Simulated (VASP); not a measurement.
**Sn2Te: relaxation of cell and atoms with PBE**

Crystal: Sn2Te.

```xyz
6
Lattice="4.5000 0.0000 0.0000 0.0000 4.5000 0.0000 0.0000 0.0000 8.5300" Properties=species:S:1:pos:R:3 pbc="T T T"
Sn    2.2500    0.0000    6.0563
Sn    2.2500    2.2500    0.0000
Sn    0.0000    0.0000    0.0000
Sn    0.0000    2.2500    2.4737
Te    0.0000    2.2500    5.9710
Te    2.2500    0.0000    2.5590
```

* Program: VASP 6.6.1
* Task: relaxation of cell and atoms
* Functional: PBE
* Potentials or basis: VASP PAW PBE potentials, release 64 (Sn_d, Te)
* Cutoff: 600 eV
* k mesh: 4 × 4 × 2
* Occupations: gaussian, width 0.2 eV
* Spin: no spin polarisation
* Dipole correction: no
* Further INCAR settings: ALGO = Fast; EDIFF = 1e-07; IBRION = 2; EDIFFG = -0.08; NSW = 36; ISIF = 3

```json
{
 "Relaxed volume": "30.50 Å³/atom",
 "Relaxed cell": "a = 4.560 Å, b = 4.560 Å, c = 8.801 Å, α = 90.00°, β = 90.00°, γ = 90.00°",
 "Space group after relaxing (to 0.1 Å)": "P4/nmm (No. 129)",
 "Energy gained by relaxing": "40.6 meV/atom",
 "Ionic steps": "13",
 "Pressure after relaxing": "-0.3 GPa",
 "Largest force after relaxing": "0.078 eV/Å",
 "Band gap on the k mesh": "zero (bands 34 and 35 overlap by 1.02 eV)"
}
```

Forces in eV/Å, atoms in the order of the input:
```
Sn   0.000  0.000 -0.078
Sn   0.000  0.000  0.000
Sn   0.000  0.000  0.000
Sn   0.000  0.000  0.078
Te   0.000  0.000  0.050
Te   0.000  0.000 -0.050
```

Step by step:
```csv
step,energy change (eV),largest force (eV/Å),pressure (GPa),volume (Å³)
1,0.0000,0.6449,3.40,172.73
2,-0.1414,0.2450,-0.97,188.46
3,-0.1488,0.3068,-0.30,185.40
4,-0.1641,0.2588,-0.20,184.68
5,-0.1777,0.1767,0.05,183.33
6,-0.1916,0.1616,0.00,183.05
7,-0.2226,0.1505,-0.09,182.22
8,-0.2007,0.2216,0.33,180.49
9,-0.2301,0.1296,-0.06,181.73
10,-0.2307,0.1154,-0.03,181.54
11,-0.2378,0.0857,0.15,180.90
12,-0.2393,0.0880,0.30,180.45
13,-0.2439,0.0775,-0.25,183.01
```

Final structure:
```
CELL_PARAMETERS angstrom
4.56012 0.00000 0.00000
0.00000 4.56012 0.00000
0.00000 0.00000 8.80089
ATOMIC_POSITIONS crystal
Sn 0.50000 0.00000 0.68879
Sn 0.50000 0.50000 0.00000
Sn 0.00000 0.00000 0.00000
Sn 0.00000 0.50000 0.31121
Te 0.00000 0.50000 0.67404
Te 0.50000 0.00000 0.32596
```

Levels at points of the mesh, in eV from the Fermi level:
```tsv
k point	band 32	band 33	band 34	band 35	band 36	band 37
(0.00, 0.00, 0.00)	-2.37	-0.89	-0.89	-0.78	1.24	2.99
(0.50, 0.00, 0.00)	-1.21	-0.68	-0.68	0.15	0.15	0.86
(0.50, 0.50, 0.00)	-4.17	-0.42	-0.42	1.22	1.22	1.44
(0.00, 0.00, 0.50)	-0.94	-0.54	-0.54	1.07	1.64	1.77
(0.50, 0.00, 0.50)	-0.87	-0.22	-0.22	-0.17	-0.17	1.69
(0.50, 0.50, 0.50)	-3.14	-2.36	-2.36	0.32	0.32	3.37
```

It took 9.4 min on 1 thread of Intel(R) Xeon(R) 6975P-C (Granite Rapids), on a shared host, peak memory 0.35 GiB.

Caveat: the k points lie up to 0.36 Å⁻¹ apart in the final cell, too coarse for converged energies and pressures of a metal; spin-orbit coupling is left out, which moves the levels of the heavy elements; the relaxation stopped at a loose force limit of 0.08 eV/Å, so its end isn't a converged minimum.
